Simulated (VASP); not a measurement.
Set up this calculation in VASP 6.6.1, as the native input.

```yaml
Task: single point
Functional: PBE
Potentials_or_basis: VASP PAW PBE potentials, release 64 (Ge_d)
Cutoff: 520 eV
k_mesh: 14 × 14 × 10
Occupations: gaussian, width 0.1 eV
Spin: no spin polarisation
Dipole_correction: no
Further_INCAR_settings: ALGO = Normal; EDIFF = 1e-06; NBANDS = 36
```

The structure of Ge lies in POSCAR:

```
Ge
1.0
    2.8798158576      2.8798158576      0.0000000000
   -2.8798158576      2.8798158576      0.0000000000
    0.0000000000      0.0000000000      5.7596317151
Ge
4
Direct
    0.5000000000      0.5000000000      0.5000000000
    0.5000000000      0.0000000000      0.2500000000
    0.0000000000      0.0000000000      0.0000000000
    0.0000000000      0.5000000000      0.7500000000
```

These files were run (other wordings do the same):

INCAR

```
ALGO     = Normal         # electronic algorithm
EDIFF    = 1E-6           # SCF threshold, eV
ENCUT    = 520            # plane-wave cutoff, eV
GGA      = PE             # functional
ISIF     = 2              # what is computed and relaxed
ISMEAR   = 0              # smearing method
LASPH    = True           # aspherical terms in the spheres
LCHARG   = False          # write CHGCAR
LREAL    = False          # projectors in reciprocal space
LWAVE    = False          # write WAVECAR
NBANDS   = 36             # bands
NELM     = 80             # most SCF steps
PREC     = Accurate       # precision mode
SIGMA    = 0.1            # smearing width, eV
```

KPOINTS

```
k-points
0
Gamma
  14 14 10
```

Potentials or basis: VASP PAW PBE potentials, release 64 (Ge_d).

Launch:

```console
$ cat potpaw_PBE.64/Ge_d/POTCAR > POTCAR
$ mpirun -np 1 vasp_std > vasp.out
```

It gave:

| Property | Result |
| --- | --- |
| Pressure | 0.0 GPa |
| Band gap on the k mesh | zero (filled and empty bands touch) |

Caveat: semilocal functionals underestimate gaps, so a narrow gap can read as zero.

Wall time 6.9 min on 1 thread of Intel(R) Xeon(R) Platinum 8259CL CPU @ 2.50GHz (Skylake/Cascade Lake), on a shared host, peak memory 0.58 GiB.
